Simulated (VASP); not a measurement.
Set up this calculation in VASP 6.6.1, as the native input.

```yaml
Task: single point
Functional: PBE
Potentials_or_basis: VASP PAW PBE potentials, release 64 (Cd)
Cutoff: 520 eV
k_mesh: 8 × 8 × 4
Occupations: gaussian, width 0.05 eV
Spin: no spin polarisation
Dipole_correction: no
Further_INCAR_settings: ALGO = Normal; EDIFF = 1e-06; NBANDS = 19
```

The structure of Cd lies in POSCAR:

```
Cd
1.0
    3.0907332617      0.0000000000      0.0000000000
   -1.5453666309      2.6766535210      0.0000000000
    0.0000000000      0.0000000000      5.4582468561
Cd
2
Direct
    0.3333333333      0.6666666667      0.7500000000
    0.6666666667      0.3333333333      0.2500000000
```

One way to write it, as run:

INCAR

```
SYSTEM = Cd
  PREC = Accurate
  ENCUT = 520
  EDIFF = 1E-6
  ISMEAR = 0
  SIGMA = 0.05
  LREAL = .False.
  LASPH = .True.
  NELM = 80
  ALGO = Normal
  ISIF = 2
  LWAVE = .False.
  LCHARG = .True.
  GGA = PE
  LELF = .True.
  LVHAR = .True.
  NBANDS = 19
```

KPOINTS

```
Automatic mesh
0
Gamma
  8 8 4
  0 0 0
```

Potentials or basis: VASP PAW PBE potentials, release 64 (Cd).

Command:

```bash
$ cat potpaw_PBE.64/Cd/POTCAR > POTCAR
$ mpirun -np 1 vasp_std > vasp.out
```

It gave:

* Pressure: 0.2 GPa
* Band gap on the k mesh: zero (bands 12 and 13 overlap by 3.64 eV)

Run time: 16 s on 1 thread of Oxide Virtual Turin-like Processor, on a shared host, peak memory 0.14 GiB.
